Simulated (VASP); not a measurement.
# Cs2B4H (P4/mmm) in VASP: a series of runs

The runs below take Cs2B4H through relaxation of cell and atoms, with PBE.

All numbers are computed with VASP 6.6.1; they aren't measurements. Logs are shortened: lines on timing, memory, paths and dates and some standing lists are left out, and cuts for length are marked.

## Step 1: The cell of the first run

It takes space group P4/mmm (No. 123, tetragonal). Conventional cell: a = 3.127 Å, b = 3.127 Å, c = 13.075 Å, α = 90.00°, β = 90.00°, γ = 90.00°. Cs (site symmetry 4/mmm) has 4 Cs at 3.13 Å and 10 B at 3.14 to 3.73 Å within 4.1 Å. Cs (site symmetry 4/mmm) has 4 H at 2.21 Å within 2.9 Å. Within 2.9 Å of B (site symmetry 4mm) lie 4 B at 2.22 Å. B (site symmetry 4mm) has 4 B at 2.22 Å within 2.9 Å. H (site symmetry 4/mmm) has 4 Cs at 2.21 Å within 2.9 Å.

The cell was generated, and may not be a known phase.

## Step 2: Relaxation of cell and atoms, PBE

INCAR

```
  PREC = Accurate
  ENCUT = 600
  EDIFF = 1E-6
  ISMEAR = 0
  SIGMA = 0.1
  LREAL = F
  LASPH = T
  NELM = 60
  ALGO = Normal
  ISIF = 3
  LWAVE = F
  LCHARG = F
  GGA = PE
  IBRION = 2
  NSW = 90
  EDIFFG = -0.04
```

KPOINTS

```
Automatic mesh
0
Gamma
  6 6 2
```

POSCAR

```
Cs2B4H
1.0
    3.1271673217      0.0000000000      0.0000000000
    0.0000000000      3.1271673217      0.0000000000
    0.0000000000      0.0000000000     13.0748588786
Cs B H
2 4 1
Direct
    0.5000000000      0.5000000000      0.5000000000
    0.0000000000      0.0000000000      0.0000000000
    0.5000000000      0.5000000000      0.7402567652
    0.5000000000      0.5000000000      0.2597432348
    0.0000000000      0.0000000000      0.7299046633
    0.0000000000      0.0000000000      0.2700953367
    0.5000000000      0.5000000000      0.0000000000
```

Potentials or basis: VASP PAW PBE potentials, release 64 (Cs_sv, B, H).

On the command line:

```sh
$ cat potpaw_PBE.64/Cs_sv/POTCAR potpaw_PBE.64/B/POTCAR potpaw_PBE.64/H/POTCAR > POTCAR
$ mpirun -np 1 vasp_std > vasp.out
```

OUTCAR:

```text
PREC = Accurate
   ENCUT = 600
   EDIFF = 1E-6
   ISMEAR = 0
   LREAL = F
   LASPH = T
   NELM = 60
   ISIF = 3
   GGA = PE
   IBRION = 2
   NSW = 90
   EDIFFG = -0.04

 ion  position               nearest neighbor table
   1  0.500  0.500  0.500-
   2  0.000  0.000  0.000-
   3  0.500  0.500  0.740-
   4  0.500  0.500  0.260-
   5  0.000  0.000  0.730-
   6  0.000  0.000  0.270-
   7  0.500  0.500  0.000-

  LATTYP: Found a simple tetragonal cell.
 ALAT       =     3.1271673217
 C/A-ratio  =     4.1810550999

  Lattice vectors:

 A1 = (   3.1271673217,   0.0000000000,   0.0000000000)
 A2 = (   0.0000000000,   3.1271673217,   0.0000000000)
 A3 = (   0.0000000000,   0.0000000000,  13.0748588786)

Analysis of symmetry for initial positions (statically):
=====================================================================
 Subroutine PRICEL returns:
 Original cell was already a primitive cell.

 Routine SETGRP: Setting up the symmetry group for a
 simple tetragonal supercell.

 Subroutine GETGRP returns: Found 16 space group operations
 (whereof 16 operations were pure point group operations)
 out of a pool of 16 trial point group operations.

The static configuration has the point symmetry D_4h.

Analysis of symmetry for dynamics (positions and initial velocities):
=====================================================================
 Subroutine PRICEL returns:
 Original cell was already a primitive cell.

 Routine SETGRP: Setting up the symmetry group for a
 simple tetragonal supercell.

 Subroutine GETGRP returns: Found 16 space group operations
 (whereof 16 operations were pure point group operations)
 out of a pool of 16 trial point group operations.

The dynamic configuration has the point symmetry D_4h.

 Subroutine INISYM returns: Found 16 space group operations
 (whereof 16 operations are pure point group operations),
 and found     1 'primitive' translations

----------------------------------------------------------------------------------------

                                     Primitive cell

  volume of cell :     127.8613

  direct lattice vectors                    reciprocal lattice vectors
     3.127167322  0.000000000  0.000000000     0.319778220  0.000000000  0.000000000
     0.000000000  3.127167322  0.000000000     0.000000000  0.319778220  0.000000000
     0.000000000  0.000000000 13.074858879     0.000000000  0.000000000  0.076482661

  length of vectors
     3.127167322  3.127167322 13.074858879     0.319778220  0.319778220  0.076482661

  position of ions in fractional coordinates (direct lattice)
     0.500000000  0.500000000  0.500000000
     0.000000000  0.000000000  0.000000000
     0.500000000  0.500000000  0.740256765
     0.500000000  0.500000000  0.259743235
     0.000000000  0.000000000  0.729904663
     0.000000000  0.000000000  0.270095337
     0.500000000  0.500000000  0.000000000

  ion indices of the primitive-cell ions
   primitive index   ion index
                 1           1
                 2           2
                 3           3
                 4           4
                 5           5
                 6           6
                 7           7

----------------------------------------------------------------------------------------

 KPOINTS: Automatic mesh

Automatic generation of k-mesh.
 Grid dimensions read from file:
 generate k-points for:    6    6    2

 Generating k-lattice:

  Cartesian coordinates                     Fractional coordinates (reciprocal lattice)
     0.053296370  0.000000000  0.000000000     0.166666667  0.000000000  0.000000000
     0.000000000  0.053296370  0.000000000     0.000000000  0.166666667  0.000000000
     0.000000000  0.000000000  0.038241331     0.000000000  0.000000000  0.500000000

  Length of vectors
     0.053296370  0.053296370  0.038241331

  Shift w.r.t. Gamma in fractional coordinates (k-lattice)
     0.000000000  0.000000000  0.000000000

 Subroutine IBZKPT returns following result:
 ===========================================

 Found     20 irreducible k-points:

 Following reciprocal coordinates:
            Coordinates               Weight
  0.000000  0.000000  0.000000      1.000000
  0.166667  0.000000  0.000000      4.000000
  0.333333  0.000000  0.000000      4.000000
  0.500000  0.000000  0.000000      2.000000
  0.166667  0.166667  0.000000      4.000000
  0.333333  0.166667  0.000000      8.000000
[... 12 lines left out ...]
  0.500000  0.333333  0.500000      4.000000
  0.500000  0.500000  0.500000      1.000000
   k-points           NKPTS =     20   k-points in BZ     NKDIM =     20   number of bands    NBANDS=     19
   number of dos      NEDOS =    301   number of ions     NIONS =      7
   total plane-waves  NPLWV =  84672
   dimension x,y,z NGX =    28 NGY =   28 NGZ =  108
   dimension x,y,z NGXF=    56 NGYF=   56 NGZF=  216
   ions per type =               2   4   1
   NGX,Y,Z   is equivalent  to a cutoff of  14.89, 14.89, 13.73 a.u.
   NGXF,Y,Z  is equivalent  to a cutoff of  29.77, 29.77, 27.46 a.u.
 SYSTEM =  unknown system
   PREC   = accura    normal or accurate (medium, high low for compatibility)
   ISTART =      0    job   : 0-new  1-cont  2-samecut
   ICHARG =      2    charge: 1-file 2-atom 10-const
   ISPIN  =      1    spin polarized calculation?
   LNONCOLLINEAR =      F non collinear calculations
   LSORBIT =      F    spin-orbit coupling
   LASPH  =      T    aspherical Exc in radial PAW
   ENCUT  =  600.0 eV  44.10 Ry    6.64 a.u.   6.25  6.25 26.11*2*pi/ulx,y,z
   NELM   =     60;   NELMIN=  2; NELMDL= -5     # of ELM steps
   EDIFF  = 0.1E-05   stopping-criterion for ELM
   LREAL  =      F    real-space projection
   EDIFFG = -.4E-01   stopping-criterion for IOM
   NSW    =     90    number of steps for IOM
   IBRION =      2    ionic relax: 0-MD 1-quasi-New 2-CG
   NFREE  =      1    steps in history (QN), initial steepest desc. (CG)
   ISIF   =      3    stress and relaxation
   ISYM   =      2    0-nonsym 1-usesym 2-fastsym
   POTIM  = 0.5000    time-step for ionic-motion
   TEBEG  =    0.0;   TEEND  =   0.0 temperature during run
   PSTRESS=    0.0 pullay stress
   NELECT =      31.0000    total number of electrons
   NUPDOWN=      -1.0000    fix difference up-down
   EMIN   =  10.00;   EMAX   =-10.00  energy-range for DOS
   EFERMI =   0.00;   METHOD = LEGACY
   ISMEAR =     0;   SIGMA  =   0.10  broadening in eV -4-tet -1-fermi 0-gaus
   EFERMI_NEDOS =   21; number of points for ismear=-14 and -15
   IALGO  =     38    algorithm
   IMIX   =      4    mixing-type and parameters
     AMIX     =   0.40;   BMIX     =  1.00
     AMIX_MAG =   1.60;   BMIX_MAG =  1.00
  volume/ion in A,a.u.               =      18.27       123.26
  Fermi-wavevector in a.u.,A,eV,Ry     =   1.020820  1.929069 14.178258  1.042073
  Thomas-Fermi vector in A             =   2.154410
   LORBIT       =      0    0 simple, 1 ext, 2 COOP (PROOUT), +10 PAW based schemes
   GGA     = PE    functional components
   LHFCALC =     F    Hartree Fock is set to
   AEXX    =    0.0000 exact exchange contribution
   IVDW    =     0    specifies the selected vdW correction
   LEPSILON=     F    determine dielectric tensor
   LRPA    =     F    only Hartree local field effects (RPA)
 conjugate gradient relaxation of ions
 non-spin polarized calculation
 Gauss-broadening in eV      SIGMA  =   0.10
  energy-cutoff  :      600.00
  volume of cell :      127.86
 maximum number of plane-waves:      4312
 NGX is ok and might be reduce to    28
   NGX = 13   NGY = 13   NGZ = 53

--------------------------------------- Ionic step        1  -------------------------------------------

 number of electron      31.0000000 magnetization

 Free energy of the ion-electron system (eV)
  ---------------------------------------------------
  ext. energy  EPLUGINS =         0.00000000
  ---------------------------------------------------
  free energy    TOTEN  =       -18.76970608 eV

  energy without entropy =      -18.73045892  energy(sigma->0) =      -18.75008250

------------------------ aborting loop because EDIFF is reached ----------------------------------------

  FORCE on cell =-STRESS in cart. coord.  units (eV):
  Direction    XX          YY          ZZ          XY          YZ          ZX
  --------------------------------------------------------------------------------------
  -------------------------------------------------------------------------------------
  Total        0.0769061      0.0769061     -0.4679184      0.0000000      0.0000000      0.0000000
  in kB        0.9636778      0.9636778     -5.8632911      0.0000000      0.0000000      0.0000000
  external PRESSURE =      -1.3119785 kB  Pullay stress =       0.0000000 kB
[... 272 lines left out ...]
  energy  without entropy=      -18.7413958771  energy(sigma->0) =      -18.76068531

--------------------------------------- Ionic step        8  -------------------------------------------

 number of electron      31.0000001 magnetization

 Free energy of the ion-electron system (eV)
  ---------------------------------------------------
  ext. energy  EPLUGINS =         0.00000000
  ---------------------------------------------------
  free energy    TOTEN  =       -18.78117460 eV

  energy without entropy =      -18.74235258  energy(sigma->0) =      -18.76176359

 E-fermi :   2.8832     XC(G=0):  -9.4447

 val. band max:        2.8753246340   @ k =   0.3333   0.1667   0.0000
 cond. band min:       2.9490314842   @ k =   0.5000   0.3333   0.5000
 fundamental gap:      0.0737068502
 Fermi energy:         2.8831898033

 k-point     1 :       0.0000    0.0000    0.0000
  band No.  band energies     occupation
      1     -21.0916      2.00000
      2     -19.7591      2.00000
      3      -8.1601      2.00000
      4      -6.7812      2.00000
      5      -6.6517      2.00000
      6      -5.5973      2.00000
[... 11 lines left out ...]
     18       4.3806      0.00000
     19       4.5398      0.00000
[... 450 lines left out ...]
  FREE ENERGIE OF THE ION-ELECTRON SYSTEM (eV)
  ---------------------------------------------------
  free  energy   TOTEN  =       -18.7811745993 eV

  energy  without entropy=      -18.7423525771  energy(sigma->0) =      -18.76176359

 reached required accuracy - stopping structural energy minimisation
```

It took 2.7 min on 1 thread of Intel Xeon 6975P-C (Granite Rapids), shared host; peak memory 0.32 GiB.

What came out:

* Free energy: -18.7812 eV
* Relaxed volume: 18.12 Å³/atom
* Relaxed cell: a = 3.125 Å, b = 3.125 Å, c = 12.989 Å, α = 90.00°, β = 90.00°, γ = 90.00°
* Space group after relaxing (to 0.1 Å): P4/mmm (No. 123)
* Energy gained by relaxing: 1.6 meV/atom
* Ionic steps: 8
* Pressure after relaxing: 0.0 GPa
* Largest force after relaxing: 0.036 eV/Å
* Band gap on the k mesh: zero (an odd number of electrons rules out a gap without spin polarisation)

Forces on the atoms (eV/Å):
```
Cs   0.000  0.000  0.000
Cs   0.000  0.000  0.000
B    0.000  0.000  0.036
B    0.000  0.000 -0.036
B    0.000  0.000 -0.004
B    0.000  0.000  0.004
H    0.000  0.000  0.000
```

Step by step:
```
step  energy change (eV)  largest force (eV/Å)  pressure (GPa)  volume (Å³)
   1              0.0000                0.1868           -0.13       127.86
   2             -0.0052                0.1283           -0.10       127.58
   3             -0.0078                0.0455           -0.07       127.20
   4             -0.0085                0.0482            0.01       126.98
   5             -0.0090                0.0550            0.20       126.51
   6             -0.0093                0.0525            0.18       126.54
   7             -0.0103                0.0469            0.13       126.65
   8             -0.0115                0.0358            0.01       126.87
```

Final structure:
```
Cs B H
1.0
     3.12530    0.00000    0.00000
     0.00000    3.12530    0.00000
     0.00000    0.00000   12.98905
Cs B H
2 4 1
Direct
  0.50000 0.50000 0.50000
  0.00000 0.00000 0.00000
  0.50000 0.50000 0.74115
  0.50000 0.50000 0.25885
  0.00000 0.00000 0.73435
  0.00000 0.00000 0.26565
  0.50000 0.50000 0.00000
```

Caveat: spin-orbit coupling is left out, which moves the levels of the heavy elements.

## Step 3: Relaxation of cell and atoms, PBE

This run uses another cell than the first one, of 17.91 Å³/atom.

INCAR

```
SYSTEM = Cs2B4H
PREC = Accurate ; ENCUT = 600
EDIFF = 1E-7 ; ISMEAR = 0
SIGMA = 0.1 ; LREAL = .False.
LASPH = .True. ; NELM = 100
ALGO = Normal ; ISIF = 3
LWAVE = .False. ; LCHARG = .False.
GGA = PE ; IBRION = 2
NSW = 100 ; EDIFFG = -0.01
```

KPOINTS

```
Automatic mesh
0
Gamma
  12 12 4
  0 0 0
```

POSCAR

```
Cs2B4H
1.0
    3.1113265183      0.0000000000      0.0000000000
    0.0000000000      3.1113265183      0.0000000000
    0.0000000000      0.0000000000     12.9531975358
Cs B H
2 4 1
Direct
    0.5000000000      0.5000000000      0.5000000000
    0.0000000000      0.0000000000      0.0000000000
    0.5000000000      0.5000000000      0.7418805335
    0.5000000000      0.5000000000      0.2581194665
    0.0000000000      0.0000000000      0.7346859815
    0.0000000000      0.0000000000      0.2653140185
    0.5000000000      0.5000000000      0.0000000000
```

Potentials or basis: VASP PAW PBE potentials, release 64 (Cs_sv, B, H).

On the command line:

```sh
$ cat potpaw_PBE.64/Cs_sv/POTCAR potpaw_PBE.64/B/POTCAR potpaw_PBE.64/H/POTCAR > POTCAR
$ mpirun -np 1 vasp_std > vasp.out
```

Wall time 12 min (1 thread of Intel Xeon 6975P-C (Granite Rapids), shared host); peak memory 0.46 GiB.

Results (log left out):

| Item | Value |
| --- | --- |
| Free energy | -18.7481 eV |
| Relaxed volume | 17.98 Å³/atom |
| Relaxed cell | a = 3.114 Å, b = 3.114 Å, c = 12.981 Å, α = 90.00°, β = 90.00°, γ = 90.00° |
| Space group after relaxing (to 0.1 Å) | P4/mmm (No. 123) |
| Energy gained by relaxing | 0.3 meV/atom |
| Ionic steps | 9 |
| Pressure after relaxing | 0.0 GPa |
| Largest force after relaxing | 0.008 eV/Å |
| Band gap on the k mesh | zero (an odd number of electrons rules out a gap without spin polarisation) |

Forces in eV/Å, atoms in the order of the input:
```
Cs   0.000  0.000  0.000
Cs   0.000  0.000  0.000
B    0.000  0.000  0.008
B    0.000  0.000 -0.008
B    0.000  0.000 -0.008
B    0.000  0.000  0.008
H    0.000  0.000  0.000
```

The path:
| step | energy change (eV) | largest force (eV/Å) | pressure (GPa) | volume (Å³) |
| --- | --- | --- | --- | --- |
| 1 | 0.0000 | 0.0701 | 0.22 | 125.39 |
| 2 | -0.0009 | 0.0470 | 0.07 | 125.85 |
| 3 | -0.0011 | 0.0222 | -0.09 | 126.34 |
| 4 | -0.0011 | 0.0245 | -0.07 | 126.29 |
| 5 | -0.0013 | 0.0213 | -0.03 | 126.22 |
| 6 | -0.0014 | 0.0249 | 0.00 | 126.17 |
| 7 | -0.0015 | 0.0217 | 0.00 | 126.15 |
| 8 | -0.0018 | 0.0120 | -0.01 | 126.06 |
| 9 | -0.0020 | 0.0079 | -0.02 | 125.88 |

Final structure:
```
Cs B H
1.0
     3.11407    0.00000    0.00000
     0.00000    3.11407    0.00000
     0.00000    0.00000   12.98102
Cs B H
2 4 1
Direct
  0.50000 0.50000 0.50000
  0.00000 0.00000 0.00000
  0.50000 0.50000 0.74392
  0.50000 0.50000 0.25608
  0.00000 0.00000 0.73631
  0.00000 0.00000 0.26369
  0.50000 0.50000 0.00000
```

Levels at points of the mesh, in eV from the Fermi level:
```
           k point  band 11  band 12  band 13  band 14  band 15  band 16  band 17  band 18  band 19
(0.00, 0.00, 0.00)    -2.98    -2.59    -1.66     0.31     0.31     0.34     0.34     1.61     1.71
(0.50, 0.00, 0.00)    -6.28    -5.78    -0.25     0.27     0.39     0.54     1.50     3.50     3.63
(0.50, 0.50, 0.00)    -3.65    -3.56    -3.56    -3.38    -3.32    -3.18    -3.14    -0.97     1.95
(0.00, 0.00, 0.50)    -2.75    -2.44    -2.11     0.32     0.32     0.33     0.33     1.63     1.71
(0.50, 0.00, 0.50)    -6.25    -5.78    -0.48    -0.18     0.94     1.02     1.57     3.02     3.31
(0.50, 0.50, 0.50)    -3.63    -3.58    -3.58    -3.37    -3.29    -3.28    -3.08    -0.93     1.77
```

Caveat: spin-orbit coupling is left out, which moves the levels of the heavy elements.

The gap in the log of VASP goes by the Fermi energy; the results here count the filled bands.